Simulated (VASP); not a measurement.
A run of VASP 6.6.1:

The input INCAR:

```
SYSTEM = GaSb
PREC = Accurate
ENCUT = 520
EDIFF = 1E-7
ISMEAR = 0
SIGMA = 0.15
LREAL = .False.
LASPH = .True.
NELM = 100
ALGO = Normal
ISIF = 2
LWAVE = .False.
LCHARG = .False.
GGA = PE
NBANDS = 16
```

Contents of KPOINTS:

```
regular mesh
0
Gamma
  14 14 14
  0 0 0
```

File POSCAR:

```
GaSb
1.0
    0.0000000000      3.1315530783      3.2164678289
    3.2164678289      0.0000000000      3.2164678289
    3.2164678289      3.1315530783      0.0000000000
Ga Sb
1 1
Direct
    0.0000000000      0.0000000000      0.0000000000
    0.7500000000      0.7500000000      0.7500000000
```

Potentials or basis: VASP PAW PBE potentials, release 64 (Ga_d, Sb).

The run is started by

```console
$ cat potpaw_PBE.64/Ga_d/POTCAR potpaw_PBE.64/Sb/POTCAR > POTCAR
$ mpirun -np 1 vasp_std > vasp.out
```

Hardware: 1 thread of Intel(R) Xeon(R) 6975P-C (Granite Rapids), with other jobs on the host.

Question: Estimate the wall time of this run.

Answer: It took 110 s on 1 thread of Intel(R) Xeon(R) 6975P-C (Granite Rapids) (shared host), peak memory 0.4 GiB. Counts: scf iterations 14, k points 244.
